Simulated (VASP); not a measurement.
PbI2, 3 atoms in the cell. It takes space group P-3m1 (No. 164, trigonal). Conventional cell: a = 4.555 Å, b = 4.555 Å, c = 6.977 Å, α = 90.00°, β = 90.00°, γ = 120.00°. Within 4.2 Å of Pb (site symmetry -3m) lie 6 I at 3.21 Å. Within 4.2 Å of I (site symmetry 3m) lie 3 Pb at 3.21 Å. 

| Item | Value |
| --- | --- |
| Program | VASP 6.6.1 |
| Task | single point |
| Functional | PBEsol |
| Potentials or basis | VASP PAW PBE potentials, release 64 (Pb_d, I) |
| Cutoff | 500 eV |
| k mesh | 3 × 3 × 2 |
| Occupations | gaussian, width 0.01 eV |
| Spin | no spin polarisation |
| Dipole correction | no |
| Further INCAR settings | ALGO = Normal; EDIFF = 1e-06; NBANDS = 21 |

Potentials or basis: VASP PAW PBE potentials, release 64 (Pb_d, I).

Launch:

```bash
$ cat potpaw_PBE.64/Pb_d/POTCAR potpaw_PBE.64/I/POTCAR > POTCAR
$ mpirun -np 1 vasp_std > vasp.out
```

Hardware: 1 thread of Intel(R) Xeon(R) 6975P-C (Granite Rapids), with other jobs on the host.

Question: How long does it take, and how much memory?

Answer: Wall time 8.9 s on 1 thread of Intel(R) Xeon(R) 6975P-C (Granite Rapids) (shared host), peak memory 0.24 GiB. Counts: scf iterations 12, k points 6.
